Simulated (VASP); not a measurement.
# Rh in VASP: further runs

Rh is run at these levels: r2SCAN; tasks: single point.

All numbers are computed with VASP 6.6.1; they aren't measurements. Logs are shortened: lines on timing, memory, paths and dates and some standing lists are left out, and cuts for length are marked.

### Step 1. The cell of the first run

The structure is cubic, space group Fm-3m (No. 225). Conventional cell: a = 3.993 Å, b = 3.993 Å, c = 3.993 Å, α = 90.00°, β = 90.00°, γ = 90.00°. Within 3.7 Å of Rh (site symmetry m-3m) lie 12 Rh at 2.82 Å.

### Step 2. Single point, r2SCAN (strain +0.050 along x and y, +0.050 along z)

Contents of POSCAR:

```
Rh
1.0
    0.0000000000      1.9966275000      1.9966275000
    1.9966275000      0.0000000000      1.9966275000
    1.9966275000      1.9966275000      0.0000000000
Rh
1
Direct
    0.0000000000      0.0000000000      0.0000000000
```

Contents of INCAR.step1:

```
SYSTEM = Rh
PREC = Accurate
ENCUT = 520
ISMEAR = 0
SIGMA = 0.15
LREAL = .False.
LASPH = .True.
NELM = 100
NBANDS = 14
GGA = PE
ALGO = Normal
EDIFF = 1E-4
LWAVE = .True.
LCHARG = .False.
```

Contents of INCAR.step2:

```
SYSTEM = Rh
PREC = Accurate
ENCUT = 520
EDIFF = 1E-7
ISMEAR = 0
SIGMA = 0.15
LREAL = .False.
LASPH = .True.
NELM = 100
ALGO = Normal
ISIF = 2
LWAVE = .False.
LCHARG = .True.
METAGGA = R2SCAN
LMIXTAU = .True.
LELF = .True.
LVHAR = .True.
NBANDS = 14
ISTART = 1
```

Contents of KPOINTS:

```
regular mesh
0
Gamma
  22 22 22
  0 0 0
```

Potentials or basis: VASP PAW PBE potentials, release 64 (Rh_pv).

Command:

```
$ cat potpaw_PBE.64/Rh_pv/POTCAR > POTCAR
$ cp INCAR.step1 INCAR
$ mpirun -np 1 vasp_std > vasp.out
$ cp INCAR.step2 INCAR
$ mpirun -np 1 vasp_std > vasp.out
```

OUTCAR:

```text
SYSTEM = Rh
   PREC = Accurate
   ENCUT = 520
   EDIFF = 1E-7
   ISMEAR = 0
   LREAL = .False.
   LASPH = .True.
   NELM = 100
   ISIF = 2
   METAGGA = R2SCAN
   ISTART = 1

 ion  position               nearest neighbor table
   1  0.000  0.000  0.000-

  LATTYP: Found a face centered cubic cell.
 ALAT       =     3.9932550000

  Lattice vectors:

 A1 = (   0.0000000000,   1.9966275000,   1.9966275000)
 A2 = (   1.9966275000,   0.0000000000,   1.9966275000)
 A3 = (   1.9966275000,   1.9966275000,   0.0000000000)

Analysis of symmetry for initial positions (statically):
=====================================================================
 Subroutine PRICEL returns:
 Original cell was already a primitive cell.

 Routine SETGRP: Setting up the symmetry group for a
 face centered cubic supercell.

 Subroutine GETGRP returns: Found 48 space group operations
 (whereof 48 operations were pure point group operations)
 out of a pool of 48 trial point group operations.

The static configuration has the point symmetry O_h .

Analysis of symmetry for dynamics (positions and initial velocities):
=====================================================================
 Subroutine PRICEL returns:
 Original cell was already a primitive cell.

 Routine SETGRP: Setting up the symmetry group for a
 face centered cubic supercell.

 Subroutine GETGRP returns: Found 48 space group operations
 (whereof 48 operations were pure point group operations)
 out of a pool of 48 trial point group operations.

The dynamic configuration has the point symmetry O_h .

 Subroutine INISYM returns: Found 48 space group operations
 (whereof 48 operations are pure point group operations),
 and found     1 'primitive' translations

----------------------------------------------------------------------------------------

                                     Primitive cell

  volume of cell :      15.9192

  direct lattice vectors                    reciprocal lattice vectors
     0.000000000  1.996627500  1.996627500    -0.250422275  0.250422275  0.250422275
     1.996627500  0.000000000  1.996627500     0.250422275 -0.250422275  0.250422275
     1.996627500  1.996627500  0.000000000     0.250422275  0.250422275 -0.250422275

  length of vectors
     2.823657690  2.823657690  2.823657690     0.433744103  0.433744103  0.433744103

  position of ions in fractional coordinates (direct lattice)
     0.000000000  0.000000000  0.000000000

  ion indices of the primitive-cell ions
   primitive index   ion index
[... 76 lines left out ...]
   NSW    =      0    number of steps for IOM
   IBRION =     -1    ionic relax: 0-MD 1-quasi-New 2-CG
   NFREE  =      0    steps in history (QN), initial steepest desc. (CG)
   ISIF   =      2    stress and relaxation
   ISYM   =      2    0-nonsym 1-usesym 2-fastsym
   POTIM  = 0.5000    time-step for ionic-motion
   TEBEG  =    0.0;   TEEND  =   0.0 temperature during run
   PSTRESS=    0.0 pullay stress
   NELECT =      15.0000    total number of electrons
   NUPDOWN=      -1.0000    fix difference up-down
   EMIN   =  10.00;   EMAX   =-10.00  energy-range for DOS
   EFERMI =   0.00;   METHOD = LEGACY
   ISMEAR =     0;   SIGMA  =   0.15  broadening in eV -4-tet -1-fermi 0-gaus
   EFERMI_NEDOS =   21; number of points for ismear=-14 and -15
   IALGO  =     38    algorithm
   IMIX   =      4    mixing-type and parameters
     AMIX     =   0.40;   BMIX     =  1.00
     AMIX_MAG =   1.60;   BMIX_MAG =  1.00
  volume/ion in A,a.u.               =      15.92       107.43
  Fermi-wavevector in a.u.,A,eV,Ry     =   1.604962  3.032939 35.047307  2.575904
  Thomas-Fermi vector in A             =   2.701384
   LORBIT       =      0    0 simple, 1 ext, 2 COOP (PROOUT), +10 PAW based schemes
   METAGGA = R2SCAN    functional components
   LHFCALC =     F    Hartree Fock is set to
   AEXX    =    0.0000 exact exchange contribution
   IVDW    =     0    specifies the selected vdW correction
   LEPSILON=     F    determine dielectric tensor
   LRPA    =     F    only Hartree local field effects (RPA)
 non-spin polarized calculation
 Gauss-broadening in eV      SIGMA  =   0.15
  energy-cutoff  :      520.00
  volume of cell :       15.92
 maximum number of plane-waves:       444
 NGX is ok and might be reduce to    24
   NGX = 11   NGY = 11   NGZ = 11

 number of electron      15.0000001 magnetization

 Free energy of the ion-electron system (eV)
  ---------------------------------------------------
  ext. energy  EPLUGINS =         0.00000000
  ---------------------------------------------------
  free energy    TOTEN  =       -23.92981880 eV

  energy without entropy =      -23.91111590  energy(sigma->0) =      -23.92046735

 E-fermi :   9.2324     XC(G=0): -14.1259

 val. band max:        9.2241877755   @ k =   0.3182   0.3182   0.0000
 cond. band min:       9.2331386995   @ k =  -0.4545   0.4091   0.0000
 fundamental gap:      0.0089509240
 Fermi energy:         9.2324072379

 k-point     1 :       0.0000    0.0000    0.0000
  band No.  band energies     occupation
      1     -38.2884      2.00000
      2     -38.2884      2.00000
      3     -38.2884      2.00000
      4       2.1461      2.00000
      5       6.7228      2.00000
      6       6.7228      2.00000
      7       6.7228      2.00000
      8       8.3677      2.00000
      9       8.3677      2.00000
     10      25.9446      0.00000
     11      26.8769      0.00000
     12      30.8540      0.00000
     13      30.8540      0.00000
     14      30.8540      0.00000
[... 377 lines left out ...]
      1     -38.7504      2.00000
      2     -38.3624      2.00000
      3     -38.3552      2.00000
      4       4.1344      2.00000
      5       6.6061      2.00000
      6       6.6854      2.00000
      7       9.1594      1.50897
      8       9.6136      0.00033
      9      10.7802      0.00000
     10      17.0879      0.00000
     11      25.5690      0.00000
     12      26.8763      0.00000
     13      29.6884      0.00000
     14      30.1682      0.00000

 [... further k-points ...]
[... 5 lines left out ...]
  --------------------------------------------------------------------------------------
  -------------------------------------------------------------------------------------
  Total       -2.7585276     -2.7585276     -2.7585276      0.0000000      0.0000000     -0.0000000
  in kB     -277.6302487   -277.6302487   -277.6302487      0.0000000      0.0000000     -0.0000000
  external PRESSURE =    -277.6302487 kB  Pullay stress =       0.0000000 kB

 VOLUME and BASIS-vectors are now :
 -----------------------------------------------------------------------------
  energy-cutoff  :      520.00
  volume of cell :       15.92
      direct lattice vectors                 reciprocal lattice vectors
     0.000000000  1.996627500  1.996627500    -0.250422275  0.250422275  0.250422275
     1.996627500  0.000000000  1.996627500     0.250422275 -0.250422275  0.250422275
     1.996627500  1.996627500  0.000000000     0.250422275  0.250422275 -0.250422275

 POSITION                                       TOTAL-FORCE (eV/Angst)
 -----------------------------------------------------------------------------------
      0.00000      0.00000      0.00000        -0.000000     -0.000000     -0.000000
 -----------------------------------------------------------------------------------
    total drift:                                0.000000      0.000000      0.000000

  FREE ENERGIE OF THE ION-ELECTRON SYSTEM (eV)
  ---------------------------------------------------
  free  energy   TOTEN  =       -23.9298188048 eV

  energy  without entropy=      -23.9111159008  energy(sigma->0) =      -23.92046735
```

It took 86 s on 1 thread of Intel Xeon 6975P-C (Granite Rapids), shared host; peak memory 0.19 GiB.

What came out:

```
Free energy : -23.9298 eV
Pressure    : -27.8 GPa
```

Caveat: the cell differs from its parent crystal (strain +0.050 along x and y, +0.050 along z); the PAW data sets were made with another functional, which shifts forces and pressure a little.

### Step 3. Single point, r2SCAN (strain -0.025 along x and y, +0.000 along z)

Contents of POSCAR:

```
Rh
1.0
    0.0000000000      1.8540112500      1.9015500000
    1.8540112500      0.0000000000      1.9015500000
    1.8540112500      1.8540112500      0.0000000000
Rh
1
Direct
    0.0000000000      0.0000000000      0.0000000000
```

Contents of INCAR.step1:

```
  PREC = Accurate
  ENCUT = 520
  ISMEAR = 0
  SIGMA = 0.15
  LREAL = False
  LASPH = True
  NELM = 100
  NBANDS = 14
  GGA = PE
  ALGO = Normal
  EDIFF = 1E-4
  LWAVE = True
  LCHARG = False
```

Contents of INCAR.step2:

```
  PREC = Accurate
  ENCUT = 520
  EDIFF = 1E-7
  ISMEAR = 0
  SIGMA = 0.15
  LREAL = False
  LASPH = True
  NELM = 100
  ALGO = Normal
  ISIF = 2
  LWAVE = False
  LCHARG = False
  METAGGA = R2SCAN
  LMIXTAU = True
  NBANDS = 14
  ISTART = 1
```

Contents of KPOINTS:

```
Automatic mesh
0
Gamma
  22 22 22
```

Potentials or basis: VASP PAW PBE potentials, release 64 (Rh_pv).

Command:

```
$ cat potpaw_PBE.64/Rh_pv/POTCAR > POTCAR
$ cp INCAR.step1 INCAR
$ mpirun -np 1 vasp_std > vasp.out
$ cp INCAR.step2 INCAR
$ mpirun -np 1 vasp_std > vasp.out
```

OUTCAR:

```text
PREC = Accurate
   ENCUT = 520
   EDIFF = 1E-7
   ISMEAR = 0
   LREAL = False
   LASPH = True
   NELM = 100
   ISIF = 2
   METAGGA = R2SCAN
   ISTART = 1

 ion  position               nearest neighbor table
   1  0.000  0.000  0.000-

  LATTYP: Found a body centered tetragonal cell.
 ALAT       =     2.6219678545
 C/A-ratio  =     1.4504754486

  Lattice vectors:

 A1 = (  -1.8540112500,   0.0000000000,   1.9015500000)
 A2 = (   1.8540112500,   0.0000000000,   1.9015500000)
 A3 = (   0.0000000000,   1.8540112500,  -1.9015500000)
[... 578 lines left out ...]
      6       9.3458      2.00000
      7      12.4691      1.95269
      8      13.1599      0.00001
      9      14.4064      0.00000
     10      22.4992      0.00000
     11      29.0605      0.00000
     12      30.0176      0.00000
     13      34.9542      0.00000
     14      35.8418      0.00000

 [... further k-points ...]
[... 5 lines left out ...]
  --------------------------------------------------------------------------------------
  -------------------------------------------------------------------------------------
  Total        1.5919860      1.5919860      0.9958667      0.0000000     -0.0000000      0.0000000
  in kB      195.1135144    195.1135144    122.0532373      0.0000000     -0.0000000      0.0000000
  external PRESSURE =     170.7600887 kB  Pullay stress =       0.0000000 kB

 VOLUME and BASIS-vectors are now :
 -----------------------------------------------------------------------------
  energy-cutoff  :      520.00
  volume of cell :       13.07
      direct lattice vectors                 reciprocal lattice vectors
     0.000000000  1.854011250  1.901550000    -0.269685526  0.269685526  0.262943388
     1.854011250  0.000000000  1.901550000     0.269685526 -0.269685526  0.262943388
     1.854011250  1.854011250  0.000000000     0.269685526  0.269685526 -0.262943388

 POSITION                                       TOTAL-FORCE (eV/Angst)
 -----------------------------------------------------------------------------------
      0.00000      0.00000      0.00000         0.000000      0.000000      0.000000
 -----------------------------------------------------------------------------------
    total drift:                                0.000000      0.000000      0.000000

  FREE ENERGIE OF THE ION-ELECTRON SYSTEM (eV)
  ---------------------------------------------------
  free  energy   TOTEN  =       -24.1037566975 eV

  energy  without entropy=      -24.0904664051  energy(sigma->0) =      -24.09711155
```

OSZICAR.step1:

```text
N       E                     dE             d eps       ncg     rms          rms(c)
DAV:   1     0.120119549120E+03    0.12012E+03   -0.87526E+03 23446   0.116E+03
DAV:   2    -0.611299479347E+01   -0.12623E+03   -0.12077E+03 26226   0.343E+02
DAV:   3    -0.767691568379E+01   -0.15639E+01   -0.15616E+01 27594   0.419E+01
DAV:   4    -0.768241843377E+01   -0.55027E-02   -0.55026E-02 26574   0.255E+00
DAV:   5    -0.768246457364E+01   -0.46140E-04   -0.46141E-04 26988   0.205E-01    0.116E+01
DAV:   6    -0.722222254397E+01    0.46024E+00   -0.72466E-01 24606   0.120E+01    0.431E+00
DAV:   7    -0.720102446392E+01    0.21198E-01   -0.22781E-02 27174   0.195E+00    0.187E+00
DAV:   8    -0.719740778089E+01    0.36167E-02   -0.39281E-03 24432   0.855E-01    0.264E-01
DAV:   9    -0.719722797663E+01    0.17980E-03   -0.10561E-04 16488   0.146E-01    0.108E-02
DAV:  10    -0.719722917156E+01   -0.11949E-05   -0.54445E-06 11856   0.288E-02
   1 F= -.71972292E+01 E0= -.71902917E+01  d E =-.138749E-01
```

It took 3 min on 1 thread of Intel Xeon 6975P-C (Granite Rapids), shared host; peak memory 0.24 GiB.

What came out:

```
Free energy : -24.1038 eV
Pressure    : 17.1 GPa
```

Stress tensor (GPa, compression positive):
```
19.51  0.00  0.00
 0.00 19.51  0.00
 0.00  0.00 12.21
```

Levels at points of the mesh, in eV from the Fermi level:
```csv
k point,band 4,band 5,band 6,band 7,band 8,band 9,band 10,band 11
"(0.00, 0.00, 0.00)",-8.56,-3.63,-3.32,-3.32,-1.34,-0.96,16.68,17.34
"(0.50, 0.00, 0.00)",-6.78,-3.70,-3.39,0.58,0.73,0.86,9.66,16.23
"(0.50, 0.50, 0.00)",-7.04,-6.64,0.60,1.13,1.13,3.19,13.07,14.66
"(0.50, 0.00, 0.50)",-7.06,-6.66,0.56,1.02,1.29,3.77,13.81,14.00
```

Caveat: the cell differs from its parent crystal (strain -0.025 along x and y, +0.000 along z); the PAW data sets were made with another functional, which shifts forces and pressure a little.

### Step 4. Single point, r2SCAN (strain +0.000 along x and y, -0.025 along z)

Contents of POSCAR:

```
Rh
1.0
    0.0000000000      1.9015500000      1.8540112500
    1.9015500000      0.0000000000      1.8540112500
    1.9015500000      1.9015500000      0.0000000000
Rh
1
Direct
    0.0000000000      0.0000000000      0.0000000000
```

Contents of INCAR.step1:

```
SYSTEM = Rh
PREC = Accurate
ENCUT = 520
ISMEAR = 0
SIGMA = 0.15
LREAL = .FALSE.
LASPH = .TRUE.
NELM = 100
NBANDS = 14
GGA = PE
ALGO = Normal
EDIFF = 1E-4
LWAVE = .TRUE.
LCHARG = .FALSE.
```

Contents of INCAR.step2:

```
SYSTEM = Rh
PREC = Accurate
ENCUT = 520
EDIFF = 1E-6
ISMEAR = 0
SIGMA = 0.15
LREAL = .FALSE.
LASPH = .TRUE.
NELM = 100
ALGO = Normal
ISIF = 2
LWAVE = .FALSE.
LCHARG = .TRUE.
METAGGA = R2SCAN
LMIXTAU = .TRUE.
LELF = .TRUE.
LVHAR = .TRUE.
NBANDS = 14
ISTART = 1
```

Contents of KPOINTS:

```
Automatic mesh
0
G
  22 22 22
  0 0 0
```

Command:

```
$ cat potpaw_PBE.64/Rh_pv/POTCAR > POTCAR
$ cp INCAR.step1 INCAR
$ mpirun -np 1 vasp_std > vasp.out
$ cp INCAR.step2 INCAR
$ mpirun -np 1 vasp_std > vasp.out
```

Wall time 3.6 min (1 thread of Intel Xeon 6975P-C (Granite Rapids), shared host); peak memory 0.24 GiB.

The run converged. Its results:

```
Free energy : -24.1305 eV
Pressure    : 8.4 GPa
```

Stress tensor (GPa, compression positive):
```
 6.19  0.00  0.00
 0.00  6.19  0.00
 0.00  0.00 12.71
```

Levels at points of the mesh, in eV from the Fermi level:
```
           k point  band 5  band 6  band 7  band 8  band 9  band 10
(0.00, 0.00, 0.00)   -3.38   -3.38   -3.10   -1.28   -0.94    16.71
(0.50, 0.00, 0.00)   -3.56   -3.26    0.55    0.70    0.89     9.37
(0.50, 0.50, 0.00)   -6.43    0.54    1.12    1.12    3.92    13.71
(0.50, 0.00, 0.50)   -6.39    0.55    0.97    1.21    3.34    12.97
```

Caveat: the cell differs from its parent crystal (strain +0.000 along x and y, -0.025 along z); the PAW data sets were made with another functional, which shifts forces and pressure a little.

### Step 5. The runs side by side

| cell | gap on the mesh (eV) | pressure (GPa) |
| --- | --- | --- |
| a = 2.824 Å, angles 60.0°, 1 atom | none | -27.8 |
| a = 2.656, b = 2.656, c = 2.622 Å, angles 60.4, 60.4, 59.2°, 1 atom | none | 17.1 |
| a = 2.656, b = 2.656, c = 2.689 Å, angles 59.6, 59.6, 60.8°, 1 atom | none | 8.4 |

Alike in all rows: task single point; level r2SCAN; potentials or basis VASP PAW PBE potentials, release 64 (Rh_pv); no spin polarisation; k mesh 22 × 22 × 22; cutoff (eV) 520; smearing gaussian 0.15 eV.

Caveats: the PAW data sets were made with another functional, which shifts forces and pressure a little.

Absolute energies hang on the potentials; compare differences alone.
